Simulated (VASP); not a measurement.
# NaF (Fm-3m) in VASP: a series of runs, part 2 of 2

VASP 6.6.1. The steps go on from the part before.

### 3 Single point, r2SCAN

File POSCAR:

```
NaF
1.0
    0.0000000000      2.2972433055      2.2972433055
    2.2972433055      0.0000000000      2.2972433055
    2.2972433055      2.2972433055      0.0000000000
Na F
1 1
Direct
    0.0000000000      0.0000000000      0.0000000000
    0.5000000000      0.5000000000      0.5000000000
```

File INCAR.step1:

```
SYSTEM = NaF
PREC = Accurate ; ENCUT = 520
ISMEAR = -1 ; SIGMA = 0.02
LREAL = .False. ; LASPH = .True.
NELM = 60 ; NBANDS = 14
GGA = PE ; ALGO = Normal
EDIFF = 1E-4 ; LWAVE = .True.
LCHARG = .False.
```

File INCAR.step2:

```
SYSTEM = NaF
PREC = Accurate ; ENCUT = 520
EDIFF = 1E-6 ; ISMEAR = -1
SIGMA = 0.02 ; LREAL = .False.
LASPH = .True. ; NELM = 60
ALGO = Normal ; ISIF = 2
LWAVE = .False. ; LCHARG = .False.
METAGGA = R2SCAN ; LMIXTAU = .True.
NBANDS = 14 ; ISTART = 1
```

File KPOINTS:

```
Automatic mesh
0
Gamma
  8 8 8
  0 0 0
```

Potentials or basis: VASP PAW PBE potentials, release 64 (Na_pv, F).

The run is started by

```sh
$ cat potpaw_PBE.64/Na_pv/POTCAR potpaw_PBE.64/F/POTCAR > POTCAR
$ cp INCAR.step1 INCAR
$ mpirun -np 1 vasp_std > vasp.out
$ cp INCAR.step2 INCAR
$ mpirun -np 1 vasp_std > vasp.out
```

OUTCAR:

```text
SYSTEM = NaF
   PREC = Accurate
   ENCUT = 520
   EDIFF = 1E-6
   ISMEAR = -1
   LREAL = .False.
   LASPH = .True.
   NELM = 60
   ISIF = 2
   METAGGA = R2SCAN
   ISTART = 1

 ion  position               nearest neighbor table
   1  0.000  0.000  0.000-   2 2.30   2 2.30   2 2.30   2 2.30   2 2.30   2 2.30
   2  0.500  0.500  0.500-   1 2.30   1 2.30   1 2.30   1 2.30   1 2.30   1 2.30

  LATTYP: Found a face centered cubic cell.
 ALAT       =     4.5944866110

  Lattice vectors:

 A1 = (   0.0000000000,   2.2972433055,   2.2972433055)
 A2 = (   2.2972433055,   0.0000000000,   2.2972433055)
 A3 = (   2.2972433055,   2.2972433055,   0.0000000000)

Analysis of symmetry for initial positions (statically):
=====================================================================
 Subroutine PRICEL returns:
 Original cell was already a primitive cell.

 Routine SETGRP: Setting up the symmetry group for a
 face centered cubic supercell.

 Subroutine GETGRP returns: Found 48 space group operations
 (whereof 48 operations were pure point group operations)
 out of a pool of 48 trial point group operations.

The static configuration has the point symmetry O_h .

Analysis of symmetry for dynamics (positions and initial velocities):
=====================================================================
 Subroutine PRICEL returns:
 Original cell was already a primitive cell.

 Routine SETGRP: Setting up the symmetry group for a
 face centered cubic supercell.

 Subroutine GETGRP returns: Found 48 space group operations
 (whereof 48 operations were pure point group operations)
 out of a pool of 48 trial point group operations.

The dynamic configuration has the point symmetry O_h .

 Subroutine INISYM returns: Found 48 space group operations
 (whereof 48 operations are pure point group operations),
 and found     1 'primitive' translations

[... 119 lines left out ...]
   METAGGA = R2SCAN    functional components
   LHFCALC =     F    Hartree Fock is set to
   AEXX    =    0.0000 exact exchange contribution
   IVDW    =     0    specifies the selected vdW correction
   LEPSILON=     F    determine dielectric tensor
   LRPA    =     F    only Hartree local field effects (RPA)
 non-spin polarized calculation
  energy-cutoff  :      520.00
  volume of cell :       24.25
 maximum number of plane-waves:       666
   NGX = 13   NGY = 13   NGZ = 13

 number of electron      13.9999992 magnetization

 Free energy of the ion-electron system (eV)
  ---------------------------------------------------
  ext. energy  EPLUGINS =         0.00000000
  ---------------------------------------------------
  free energy    TOTEN  =       -12.60299653 eV

  energy without entropy =      -12.60299653  energy(sigma->0) =      -12.60299653

 E-fermi :  -2.1686     XC(G=0):  -9.9092

 val. band max:       -2.6142354431   @ k =   0.0000   0.0000   0.0000
 cond. band min:       4.7073105056   @ k =   0.0000   0.0000   0.0000
 fundamental gap:      7.3215459488
 Fermi energy:        -2.1685510785

 k-point     1 :       0.0000    0.0000    0.0000
  band No.  band energies     occupation
      1     -22.9535      2.00000
      2     -22.0379      2.00000
      3     -22.0374      2.00000
      4     -22.0374      2.00000
      5      -2.6143      2.00000
      6      -2.6142      2.00000
      7      -2.6142      2.00000
      8       4.7073      0.00000
      9      17.3583      0.00000
     10      17.3583      0.00000
     11      17.3583      0.00000
     12      20.0695      0.00000
     13      22.7087      0.00000
     14      22.7087      0.00000
[... 377 lines left out ...]
      1     -23.1730      2.00000
      2     -22.0933      2.00000
      3     -22.0696      2.00000
      4     -21.6526      2.00000
      5      -3.9400      2.00000
      6      -3.2127      2.00000
      7      -2.9723      2.00000
      8      10.1970      0.00000
      9      11.2327      0.00000
     10      16.0594      0.00000
     11      17.8414      0.00000
     12      20.9345      0.00000
     13      21.9802      0.00000
     14      27.0203      0.00000

 [... further k-points ...]

------------------------ aborting loop because EDIFF is reached ----------------------------------------

  FORCE on cell =-STRESS in cart. coord.  units (eV):
  Direction    XX          YY          ZZ          XY          YZ          ZX
  --------------------------------------------------------------------------------------
  -------------------------------------------------------------------------------------
  Total       -0.1281454     -0.1281454     -0.1281454      0.0000000      0.0000000      0.0000000
  in kB       -8.4676421     -8.4676421     -8.4676421      0.0000000      0.0000000      0.0000000
  external PRESSURE =      -8.4676421 kB  Pullay stress =       0.0000000 kB

 VOLUME and BASIS-vectors are now :
 -----------------------------------------------------------------------------
  energy-cutoff  :      520.00
  volume of cell :       24.25
      direct lattice vectors                 reciprocal lattice vectors
     0.000000000  2.297243305  2.297243305    -0.217652174  0.217652174  0.217652174
     2.297243305  0.000000000  2.297243305     0.217652174 -0.217652174  0.217652174
     2.297243305  2.297243305  0.000000000     0.217652174  0.217652174 -0.217652174

 POSITION                                       TOTAL-FORCE (eV/Angst)
 -----------------------------------------------------------------------------------
      0.00000      0.00000      0.00000         0.000000      0.000000      0.000000
      2.29724      2.29724      2.29724        -0.000000     -0.000000      0.000000
 -----------------------------------------------------------------------------------
    total drift:                                0.000000     -0.000000      0.000000

  FREE ENERGIE OF THE ION-ELECTRON SYSTEM (eV)
  ---------------------------------------------------
  free  energy   TOTEN  =       -12.6029965278 eV

  energy  without entropy=      -12.6029965278  energy(sigma->0) =      -12.60299653
```

OUTCAR.step1:

```text
SYSTEM = NaF
   PREC = Accurate
   ENCUT = 520
   ISMEAR = -1
   LREAL = .False.
   LASPH = .True.
[... 628 lines left out ...]
      0.00000      0.00000      0.00000         0.000000      0.000000      0.000000
      2.29724      2.29724      2.29724        -0.000000     -0.000000     -0.000000
 -----------------------------------------------------------------------------------
    total drift:                                0.000000     -0.000000      0.000000

  FREE ENERGIE OF THE ION-ELECTRON SYSTEM (eV)
  ---------------------------------------------------
  free  energy   TOTEN  =        -8.5496293623 eV

  energy  without entropy=       -8.5496293623  energy(sigma->0) =       -8.54962936
```

OSZICAR.step1:

```text
N       E                     dE             d eps       ncg     rms          rms(c)
DAV:   1     0.113188089838E+03    0.11319E+03   -0.76017E+03   818   0.126E+03
DAV:   2    -0.394658404355E+01   -0.11713E+03   -0.10850E+03   902   0.361E+02
DAV:   3    -0.940015354048E+01   -0.54536E+01   -0.54428E+01  1010   0.702E+01
DAV:   4    -0.944146838422E+01   -0.41315E-01   -0.41313E-01   938   0.647E+00
DAV:   5    -0.944186662975E+01   -0.39825E-03   -0.39824E-03   968   0.644E-01    0.543E+00
DAV:   6    -0.855684837357E+01    0.88502E+00   -0.30259E+00   990   0.150E+01    0.179E+00
DAV:   7    -0.854765191461E+01    0.91965E-02   -0.30947E-02   836   0.207E+00    0.105E+00
DAV:   8    -0.854911380212E+01   -0.14619E-02   -0.27705E-02   878   0.321E+00    0.149E-01
DAV:   9    -0.854971809666E+01   -0.60429E-03   -0.41302E-03   998   0.616E-01    0.117E-01
DAV:  10    -0.854962936231E+01    0.88734E-04   -0.74781E-04   872   0.337E-01
   1 F= -.85496294E+01 E0= -.85496294E+01  d E =-.274913E-12
```

Run time: 22 s. Hardware: 1 thread of Intel Xeon 6975P-C, shared host; peak memory 0.14 GiB.

Results:

| Property | Result |
| --- | --- |
| Free energy | -12.6030 eV |
| Pressure | -0.8 GPa |
| Band gap on the k mesh | 7.32 eV, direct |

Levels at points of the mesh, in eV from the valence-band top:
```tsv
k point	band 5	band 6	band 7	band 8	band 9	band 10
(0.00, 0.00, 0.00)	0.00	0.00	0.00	7.32	19.97	19.97
(0.50, 0.00, 0.00)	-1.61	-0.28	-0.28	11.80	13.64	21.70
(0.50, 0.50, 0.00)	-1.30	-0.42	-0.41	14.01	14.29	15.11
```

Caveat: the PAW data sets were made with another functional, which shifts forces and pressure a little.
